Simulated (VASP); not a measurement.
# Pb (I4/mmm) in VASP: single point with PBE

Aim: the single point of Pb with PBE.

Everything below comes from runs of VASP 6.6.1. Logs are shortened: lines on timing, memory, paths and dates and some standing lists are left out, and cuts for length are marked.

### 1 The cell of the first run

Symmetry: I4/mmm, No. 139, tetragonal system. Conventional cell: a = 7.626 Å, b = 7.626 Å, c = 4.408 Å, α = 90.00°, β = 90.00°, γ = 90.00°. Pb (site symmetry m2m) has 4 Pb at 2.69 to 2.73 Å within 3.5 Å.

### 2 Single point, PBE (Si replaced by Pb, lengths x 1.189, strained)

The input, INCAR:

```
  PREC = Accurate
  ENCUT = 520
  EDIFF = 1E-7
  ISMEAR = 0
  SIGMA = 0.1
  LREAL = False
  LASPH = True
  NELM = 80
  ALGO = Fast
  ISIF = 2
  LWAVE = False
  LCHARG = False
  GGA = PE
  NBANDS = 36
```

The input, KPOINTS:

```
Automatic mesh
0
Gamma
  12 12 12
```

The input, POSCAR:

```
Pb
1.0
   -3.8127710741      3.8127710741      2.2041014068
    3.8127710741     -3.8127710741      2.2041014068
    3.8127710741      3.8127710741     -2.2041014068
Pb
4
Direct
    0.1788010600      0.1788010600      0.3576021200
    0.8211989400      0.8211989400      0.6423978800
    0.1788010600      0.8211989400      0.0000000000
    0.8211989400      0.1788010600      0.0000000000
```

Potentials or basis: VASP PAW PBE potentials, release 64 (Pb_d).

On the command line:

```
cat potpaw_PBE.64/Pb_d/POTCAR > POTCAR
mpirun -np 1 vasp_std > vasp.out
```

OUTCAR:

```text
PREC = Accurate
   ENCUT = 520
   EDIFF = 1E-7
   ISMEAR = 0
   LREAL = False
   LASPH = True
   NELM = 80
   ISIF = 2
   GGA = PE

 ion  position               nearest neighbor table
   1  0.179  0.179  0.358-   2 2.69   2 2.69   3 2.73   4 2.73   2 3.86
   2  0.821  0.821  0.642-   1 2.69   1 2.69   4 2.73   3 2.73   1 3.86
   3  0.179  0.821  0.000-   4 2.69   4 2.69   2 2.73   1 2.73   4 3.86
   4  0.821  0.179  0.000-   3 2.69   3 2.69   2 2.73   1 2.73   3 3.86

  LATTYP: Found a body centered tetragonal cell.
 ALAT       =     7.6255421482
 C/A-ratio  =     0.5780838566

  Lattice vectors:

 A1 = (  -3.8127710741,   3.8127710741,   2.2041014068)
 A2 = (   3.8127710741,  -3.8127710741,   2.2041014068)
 A3 = (   3.8127710741,   3.8127710741,  -2.2041014068)

Analysis of symmetry for initial positions (statically):
=====================================================================
 Subroutine PRICEL returns:
 Original cell was already a primitive cell.

 Routine SETGRP: Setting up the symmetry group for a
 body centered tetragonal supercell.

 Subroutine GETGRP returns: Found 16 space group operations
 (whereof 16 operations were pure point group operations)
 out of a pool of 16 trial point group operations.

The static configuration has the point symmetry D_4h.

Analysis of symmetry for dynamics (positions and initial velocities):
=====================================================================
 Subroutine PRICEL returns:
 Original cell was already a primitive cell.

 Routine SETGRP: Setting up the symmetry group for a
 body centered tetragonal supercell.

 Subroutine GETGRP returns: Found 16 space group operations
 (whereof 16 operations were pure point group operations)
 out of a pool of 16 trial point group operations.

The dynamic configuration has the point symmetry D_4h.

 Subroutine INISYM returns: Found 16 space group operations
 (whereof 16 operations are pure point group operations),
 and found     1 'primitive' translations

----------------------------------------------------------------------------------------

                                     Primitive cell

  volume of cell :     128.1661

  direct lattice vectors                    reciprocal lattice vectors
    -3.812771074  3.812771074  2.204101407     0.000000000  0.131138217  0.226849817
     3.812771074 -3.812771074  2.204101407     0.131138217  0.000000000  0.226849817
     3.812771074  3.812771074 -2.204101407     0.131138217  0.131138217  0.000000000

  length of vectors
     5.825161761  5.825161761  5.825161761     0.262026852  0.262026852  0.185457445

  position of ions in fractional coordinates (direct lattice)
     0.178801060  0.178801060  0.357602120
     0.821198940  0.821198940  0.642397880
     0.178801060  0.821198940  0.000000000
     0.821198940  0.178801060  0.000000000

  ion indices of the primitive-cell ions
   primitive index   ion index
                 1           1
                 2           2
                 3           3
                 4           4

----------------------------------------------------------------------------------------

 KPOINTS: Automatic mesh

Automatic generation of k-mesh.
 Grid dimensions read from file:
 generate k-points for:   12   12   12

 Generating k-lattice:

  Cartesian coordinates                     Fractional coordinates (reciprocal lattice)
     0.000000000  0.010928185  0.018904151     0.083333333  0.000000000  0.000000000
     0.010928185  0.000000000  0.018904151     0.000000000  0.083333333  0.000000000
     0.010928185  0.010928185  0.000000000     0.000000000  0.000000000  0.083333333

  Length of vectors
     0.021835571  0.021835571  0.015454787

  Shift w.r.t. Gamma in fractional coordinates (k-lattice)
     0.000000000  0.000000000  0.000000000

 Subroutine IBZKPT returns following result:
 ===========================================

 Found    163 irreducible k-points:

 Following reciprocal coordinates:
            Coordinates               Weight
  0.000000  0.000000  0.000000      1.000000
  0.083333  0.000000 -0.000000      8.000000
  0.166667  0.000000 -0.000000      8.000000
  0.250000  0.000000 -0.000000      8.000000
  0.333333  0.000000  0.000000      8.000000
  0.416667 -0.000000  0.000000      8.000000
[... 16 lines left out ...]
  0.500000  0.166667  0.000000     16.000000
 -0.416667  0.166667  0.000000     16.000000
 [... further k-points ...]
   k-points           NKPTS =    163   k-points in BZ     NKDIM =    163   number of bands    NBANDS=     36
   number of dos      NEDOS =    301   number of ions     NIONS =      4
   total plane-waves  NPLWV = 110592
   dimension x,y,z NGX =    48 NGY =   48 NGZ =   48
   dimension x,y,z NGXF=    96 NGYF=   96 NGZF=   96
   ions per type =               4
   NGX,Y,Z   is equivalent  to a cutoff of  13.70, 13.70, 13.70 a.u.
   NGXF,Y,Z  is equivalent  to a cutoff of  27.40, 27.40, 27.40 a.u.
 SYSTEM =  unknown system
   PREC   = accura    normal or accurate (medium, high low for compatibility)
   ISTART =      0    job   : 0-new  1-cont  2-samecut
   ICHARG =      2    charge: 1-file 2-atom 10-const
   ISPIN  =      1    spin polarized calculation?
   LNONCOLLINEAR =      F non collinear calculations
   LSORBIT =      F    spin-orbit coupling
   LASPH  =      T    aspherical Exc in radial PAW
   ENCUT  =  520.0 eV  38.22 Ry    6.18 a.u.  10.83 10.83 10.83*2*pi/ulx,y,z
   NELM   =     80;   NELMIN=  2; NELMDL= -5     # of ELM steps
   EDIFF  = 0.1E-06   stopping-criterion for ELM
   LREAL  =      F    real-space projection
   EDIFFG = 0.1E-05   stopping-criterion for IOM
   NSW    =      0    number of steps for IOM
   IBRION =     -1    ionic relax: 0-MD 1-quasi-New 2-CG
   NFREE  =      0    steps in history (QN), initial steepest desc. (CG)
   ISIF   =      2    stress and relaxation
   ISYM   =      2    0-nonsym 1-usesym 2-fastsym
   POTIM  = 0.5000    time-step for ionic-motion
   TEBEG  =    0.0;   TEEND  =   0.0 temperature during run
   PSTRESS=    0.0 pullay stress
   NELECT =      56.0000    total number of electrons
   NUPDOWN=      -1.0000    fix difference up-down
   EMIN   =  10.00;   EMAX   =-10.00  energy-range for DOS
   EFERMI =   0.00;   METHOD = LEGACY
   ISMEAR =     0;   SIGMA  =   0.10  broadening in eV -4-tet -1-fermi 0-gaus
   EFERMI_NEDOS =   21; number of points for ismear=-14 and -15
   IALGO  =     68    algorithm
   IMIX   =      4    mixing-type and parameters
     AMIX     =   0.40;   BMIX     =  1.00
     AMIX_MAG =   1.60;   BMIX_MAG =  1.00
  volume/ion in A,a.u.               =      32.04       216.23
  Fermi-wavevector in a.u.,A,eV,Ry     =   1.242262  2.347535 20.996710  1.543215
  Thomas-Fermi vector in A             =   2.376624
   LORBIT       =      0    0 simple, 1 ext, 2 COOP (PROOUT), +10 PAW based schemes
   GGA     = PE    functional components
   LHFCALC =     F    Hartree Fock is set to
   AEXX    =    0.0000 exact exchange contribution
   IVDW    =     0    specifies the selected vdW correction
   LEPSILON=     F    determine dielectric tensor
   LRPA    =     F    only Hartree local field effects (RPA)
 non-spin polarized calculation
 RMM-DIIS sequential band-by-band and
 Gauss-broadening in eV      SIGMA  =   0.10
  energy-cutoff  :      520.00
  volume of cell :      128.17
 maximum number of plane-waves:      3477
 NGX is ok and might be reduce to    48
   NGX = 21   NGY = 21   NGZ = 21

 number of electron      56.0000000 magnetization

 Free energy of the ion-electron system (eV)
  ---------------------------------------------------
  ext. energy  EPLUGINS =         0.00000000
  ---------------------------------------------------
  free energy    TOTEN  =       -10.27196835 eV

  energy without entropy =      -10.26739162  energy(sigma->0) =      -10.26967999

 E-fermi :   6.8851     XC(G=0):  -9.4252

 val. band max:        6.8761729719   @ k =  -0.3333   0.3333   0.3333
 cond. band min:       6.8977214632   @ k =  -0.4167  -0.4167   0.4167
 fundamental gap:      0.0215484913
 Fermi energy:         6.8850956928

 k-point     1 :       0.0000    0.0000    0.0000
  band No.  band energies     occupation
      1     -11.3129      2.00000
      2     -11.3129      2.00000
      3     -11.2698      2.00000
      4     -11.2593      2.00000
      5     -11.1948      2.00000
      6     -11.1948      2.00000
[... 28 lines left out ...]
     35      10.9356      0.00000
     36      12.9563      0.00000

 k-point     2 :       0.0833    0.0000   -0.0000
  band No.  band energies     occupation
      1     -11.3397      2.00000
      2     -11.3329      2.00000
      3     -11.2747      2.00000
      4     -11.2692      2.00000
      5     -11.1593      2.00000
      6     -11.1583      2.00000
[... 28 lines left out ...]
     35      11.5708      0.00000
     36      12.4094      0.00000

 k-point     3 :       0.1667    0.0000   -0.0000
  band No.  band energies     occupation
      1     -11.3812      2.00000
      2     -11.3557      2.00000
      3     -11.3032      2.00000
      4     -11.2676      2.00000
      5     -11.1046      2.00000
      6     -11.0935      2.00000
[... 28 lines left out ...]
     35      12.2562      0.00000
     36      12.8705      0.00000
[... 742 lines left out ...]
 k-point    23 :       0.5000    0.1667    0.0000
  band No.  band energies     occupation
      1     -11.4348      2.00000
      2     -11.3593      2.00000
      3     -11.2868      2.00000
      4     -11.2591      2.00000
      5     -11.1449      2.00000
      6     -11.0452      2.00000
[... 28 lines left out ...]
     35      12.8570      0.00000
     36      13.7001      0.00000

 k-point    24 :      -0.4167    0.1667    0.0000
  band No.  band energies     occupation
      1     -11.4275      2.00000
      2     -11.3437      2.00000
      3     -11.3178      2.00000
      4     -11.2423      2.00000
      5     -11.1003      2.00000
      6     -11.0687      2.00000
[... 28 lines left out ...]
     35      12.7361      0.00000
     36      12.8998      0.00000

 [... further k-points ...]

------------------------ aborting loop because EDIFF is reached ----------------------------------------

  FORCE on cell =-STRESS in cart. coord.  units (eV):
  Direction    XX          YY          ZZ          XY          YZ          ZX
  --------------------------------------------------------------------------------------
  -------------------------------------------------------------------------------------
  Total       16.5260063     16.5260063     18.0850151      0.0000000      0.0000000      0.0000000
  in kB      206.5881814    206.5881814    226.0770271      0.0000000      0.0000000      0.0000000
  external PRESSURE =     213.0844633 kB  Pullay stress =       0.0000000 kB

 VOLUME and BASIS-vectors are now :
 -----------------------------------------------------------------------------
  energy-cutoff  :      520.00
  volume of cell :      128.17
      direct lattice vectors                 reciprocal lattice vectors
    -3.812771074  3.812771074  2.204101407     0.000000000  0.131138217  0.226849817
     3.812771074 -3.812771074  2.204101407     0.131138217  0.000000000  0.226849817
     3.812771074  3.812771074 -2.204101407     0.131138217  0.131138217  0.000000000

 POSITION                                       TOTAL-FORCE (eV/Angst)
 -----------------------------------------------------------------------------------
      1.36346      1.36346     -0.00000         0.205367      0.205367      0.000000
      2.44932      2.44932      2.20410        -0.205367     -0.205367     -0.000000
      2.44932     -2.44932      2.20410        -0.205367      0.205367     -0.000000
     -2.44932      2.44932      2.20410         0.205367     -0.205367     -0.000000
 -----------------------------------------------------------------------------------
    total drift:                                0.000000      0.000000     -0.000000

  FREE ENERGIE OF THE ION-ELECTRON SYSTEM (eV)
  ---------------------------------------------------
  free  energy   TOTEN  =       -10.2719683538 eV

  energy  without entropy=      -10.2673916233  energy(sigma->0) =      -10.26967999
```

It took 15 min on 1 thread of Intel Xeon Platinum 8488C (Sapphire Rapids), shared host; peak memory 0.69 GiB.

Results:

| Property | Result |
| --- | --- |
| Free energy | -10.2720 eV |
| Pressure | 21.3 GPa |
| Largest force | 0.290 eV/Å |
| Band gap on the k mesh | zero (bands 28 and 29 overlap by 1.16 eV) |

Forces in eV/Å, atoms in the order of the input:
```
Pb   0.205  0.205  0.000
Pb  -0.205 -0.205  0.000
Pb  -0.205  0.205  0.000
Pb   0.205 -0.205  0.000
```

Levels at points of the mesh, in eV from the Fermi level:
```tsv
k point	band 24	band 25	band 26	band 27	band 28	band 29	band 30	band 31	band 32	band 33
(0.00, 0.00, 0.00)	-6.92	-2.98	-1.12	-1.12	-0.17	0.05	0.05	2.14	2.72	2.72
(0.50, 0.00, 0.00)	-7.44	-3.94	-3.24	-2.21	-1.21	0.81	1.29	3.38	3.44	3.99
(0.50, 0.50, 0.00)	-6.33	-2.56	-1.70	-1.70	-1.19	0.28	1.71	1.83	3.55	5.08
(0.50, 0.50, 0.50)	-4.58	-2.83	-2.04	-0.04	0.54	0.54	0.55	3.42	4.92	4.92
```

Caveat: the cell differs from its parent crystal (Si replaced by Pb, lengths x 1.189, strained); the cell stands under pressure; spin-orbit coupling is left out, which moves the levels of the heavy elements.

The gap in the log of VASP goes by the Fermi energy; the results here count the filled bands.